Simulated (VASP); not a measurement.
Wanted: the native input for a VASP 6.6.1 run.

| Item | Value |
| --- | --- |
| Task | single point |
| Functional | r2SCAN |
| Dispersion | D3(BJ) |
| Potentials or basis | VASP PAW PBE potentials, release 64 (Te, Sn_d) |
| Cutoff | 520 eV |
| k mesh | 7 × 7 × 7 |
| Occupations | fermi-dirac, width 0.05 eV |
| Spin | no spin polarisation |
| Dipole correction | no |
| Further INCAR settings | ALGO = Normal; EDIFF = 1e-06; NBANDS = 17 |

SnTe:

```
Te Sn
1.0
     0.00000    3.56773    3.56773
     3.56773    0.00000    3.56773
     3.56773    3.56773    0.00000
Te Sn
1 1
Direct
  0.25000 0.25000 0.25000
  0.00000 0.00000 0.00000
```

One way to write it, as run:

POSCAR

```
SnTe
1.0
    0.0000000000      3.5677250228      3.5677250228
    3.5677250228      0.0000000000      3.5677250228
    3.5677250228      3.5677250228      0.0000000000
Te Sn
1 1
Direct
    0.2500000000      0.2500000000      0.2500000000
    0.0000000000      0.0000000000      0.0000000000
```

INCAR.step1

```
  PREC = Accurate
  ENCUT = 520
  ISMEAR = -1
  SIGMA = 0.05
  LREAL = F
  LASPH = T
  NELM = 100
  NBANDS = 17
  GGA = PE
  ALGO = Normal
  EDIFF = 1E-4
  LWAVE = T
  LCHARG = F
```

INCAR.step2

```
  PREC = Accurate
  ENCUT = 520
  EDIFF = 1E-6
  ISMEAR = -1
  SIGMA = 0.05
  LREAL = F
  LASPH = T
  NELM = 100
  ALGO = Normal
  ISIF = 2
  LWAVE = F
  LCHARG = F
  METAGGA = R2SCAN
  LMIXTAU = T
  IVDW = 12
  VDW_S6 = 1.0
  VDW_S8 = 0.78981345
  VDW_A1 = 0.49484001
  VDW_A2 = 5.73083694
  NBANDS = 17
  ISTART = 1
```

KPOINTS

```
Automatic mesh
0
Gamma
  7 7 7
```

Potentials or basis: VASP PAW PBE potentials, release 64 (Te, Sn_d).

Run with:

```sh
$ cat potpaw_PBE.64/Te/POTCAR potpaw_PBE.64/Sn_d/POTCAR > POTCAR
$ cp INCAR.step1 INCAR
$ mpirun -np 1 vasp_std > vasp.out
$ cp INCAR.step2 INCAR
$ mpirun -np 1 vasp_std > vasp.out
```

It gave:

| Property | Result |
| --- | --- |
| Pressure | 0.0 GPa |
| Band gap on the k mesh | 0.31 eV (least direct gap 0.88 eV) |
| Dispersion energy per atom | -0.141 eV |

Caveat: semilocal functionals underestimate gaps, and a narrow one can read as zero; the PAW data sets were made with another functional, which shifts forces and pressure a little; spin-orbit coupling is left out, which moves the levels of the heavy elements; an odd mesh through Γ misses points on the zone boundary, where band edges can lie.

It took 2.3 min on 1 thread of Intel(R) Xeon(R) Platinum 8488C (Sapphire Rapids), with other jobs on the host, peak memory 0.26 GiB.
